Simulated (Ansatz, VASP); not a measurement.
Given: the input of a run of Ansatz 0.2.0 on RbBr.

The input input.yaml:

```yaml
crystal:
  lattice:
    - [0.0, 3.427, 3.427]
    - [3.427, 0.0, 3.427]
    - [3.427, 3.427, 0.0]
  atoms:
    - { symbol: Rb, position: [0.0, 0.0, 0.0] }
    - { symbol: Br, position: [0.5, 0.5, 0.5] }
hamiltonian:
  xc: { exchange: pbe, correlation: pbe, exx: { coeff: 0.25, omega: 0.1 } }
  pseudopotentials: { kind: paw }
kpoints:
  mp_grid: { grid: [4, 4, 4] }
scf:
  occupations: { method: fermi_dirac, width: 0.05 }
output:
  forces: true
  stress: true
  eigenvalues: true
```

Potentials or basis: Ansatz PAW.

Launch:

```bash
$ ansatz run input.yaml --threads 2 --pin off --max-ram 5632MiB --backend cpu --events-out ev --progress --plain --runs-dir out
```

Problem. Translate it to VASP 6.6.1. Potentials there: VASP PAW PBE potentials, release 64 (Rb_sv, Br).

Solution. As run (the cutoff follows the program's own potentials):

Contents of POSCAR:

```
RbBr
1.0
    0.0000000000      3.4270000000      3.4270000000
    3.4270000000      0.0000000000      3.4270000000
    3.4270000000      3.4270000000      0.0000000000
Rb Br
1 1
Direct
    0.0000000000      0.0000000000      0.0000000000
    0.5000000000      0.5000000000      0.5000000000
```

The input INCAR.step1:

```
SYSTEM = RbBr
ALGO = Normal ; EDIFF = 1E-5
ENCUT = 520 ; GGA = PE
ISIF = 2 ; ISMEAR = -1
LASPH = .True. ; LCHARG = .False.
LREAL = .False. ; LWAVE = .True.
NBANDS = 15 ; NELM = 80
PREC = Accurate ; SIGMA = 0.05
```

File INCAR.step2:

```
SYSTEM = RbBr
AEXX = 0.25 ; ALGO = Normal
EDIFF = 1E-7 ; ENCUT = 520
GGA = PE ; HFSCREEN = 0.1
ISIF = 2 ; ISMEAR = -1
ISTART = 1 ; LASPH = .True.
LCHARG = .False. ; LHFCALC = .True.
LREAL = .False. ; LWAVE = .False.
NBANDS = 15 ; NELM = 80
PREC = Accurate ; PRECFOCK = Normal
SIGMA = 0.05
```

KPOINTS

```
k-points
0
Gamma
  4 4 4
  0 0 0
```

Potentials or basis: VASP PAW PBE potentials, release 64 (Rb_sv, Br).

Command:

```sh
$ cat potpaw_PBE.64/Rb_sv/POTCAR potpaw_PBE.64/Br/POTCAR > POTCAR
$ cp INCAR.step1 INCAR
$ mpirun -np 1 vasp_std > vasp.out
$ cp INCAR.step2 INCAR
$ mpirun -np 1 vasp_std > vasp.out
```

Both were run:

|  | VASP | Ansatz | Ansatz less VASP |
| --- | --- | --- | --- |
| gap on the k mesh at the Fermi level (eV) | 5.87 | 5.87 | -0.003 |
| least direct gap on the mesh (eV) | 5.87 | 5.87 | -0.003 |
| pressure (GPa) | 0.7 | 0.8 | +0.01 |

VASP's potentials were made for PBE, not for PBE-based screened hybrid. The functional is the same, so the differences come from potentials, cutoffs and numerics.
